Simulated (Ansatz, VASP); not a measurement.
# HfSiF in VASP and in Ansatz

The input INCAR:

```
PREC = Accurate
ENCUT = 600
EDIFF = 1E-6
ISMEAR = 0
SIGMA = 0.1
LREAL = False
LASPH = True
NELM = 100
ALGO = Normal
ISIF = 3
LWAVE = False
LCHARG = False
GGA = PE
IBRION = 2
NSW = 100
EDIFFG = -0.01
```

KPOINTS

```
regular mesh
0
Gamma
  12 12 18
```

Contents of POSCAR:

```
HfSiF
1.0
    4.4389311945     -0.0000000034      0.0000000000
   -2.2194655943      3.8442271818      0.0000000000
    0.0000000000      0.0000000000      2.7007746465
Hf Si F
1 1 1
Direct
    0.0000000000      0.0000000000      0.0000000000
    0.6666666667      0.3333333333      0.5000000000
    0.3333333333      0.6666666667      0.5000000000
```

Input for Ansatz:

```yaml
crystal:
  lattice:
    - [4.4389311945, -3.4e-09, 0.0]
    - [-2.2194655943, 3.8442271818, 0.0]
    - [0.0, 0.0, 2.7007746465]
  atoms:
    - { symbol: Hf, position: [0.0, 0.0, 0.0] }
    - { symbol: Si, position: [0.6666666667, 0.3333333333, 0.5] }
    - { symbol: F, position: [0.3333333333, 0.6666666667, 0.5] }
basis:
  ecutwfc: 420
kpoints:
  mp_grid: { grid: [12, 12, 18] }
hamiltonian:
  xc: pbe
scf:
  occupations: { method: gaussian, width: 0.1 }
output:
  forces: true
  stress: true
  eigenvalues: true
  write_density: true
  write_potential: true
  elf: true
  volumetric_format: npy
relax:
  adjacent_minimum: "off"
  f_tol: 0.01
  max_steps: 80
  cell: { stress_tol: 0.05 }
```

Change from the starting cell: species swapped into the PrCuGe type (P-6m2, No. 187).

Alike in both runs: task relaxation of cell and atoms; functional PBE; k mesh 12 × 12 × 18; occupations gaussian, width 0.1 eV; no spin polarisation.

|  | VASP | Ansatz |
| --- | --- | --- |
| version | VASP 6.6.1 | Ansatz 0.2.0 |
| potentials or method | VASP PAW PBE potentials, release 64 (Hf_pv, Si, F), cutoff 600 eV | scalar-relativistic, plane waves, PAW |
| valence electrons in the cell | 21 | 37 |

Ansatz gave:

```
gap on the k mesh at the Fermi level, each at its own relaxed structure (eV) : none
relaxed volume (Å³/atom)                                                     : 15.32
relaxed cell length with the largest relative difference (Å)                 : 2.715
```

Task: Which values does VASP return?

Result: gap on the k mesh at the Fermi level, each at its own relaxed structure (eV): none; relaxed volume (Å³/atom): 15.23; relaxed cell length with the largest relative difference (Å): 2.707.

A gap of «none» marks a metal or a gap that the smearing closes. VASP's potentials hold 21 valence electrons a cell and Ansatz's 37, so a difference there can come from the potentials and not from the codes.

Neither program's run includes spin-orbit coupling.
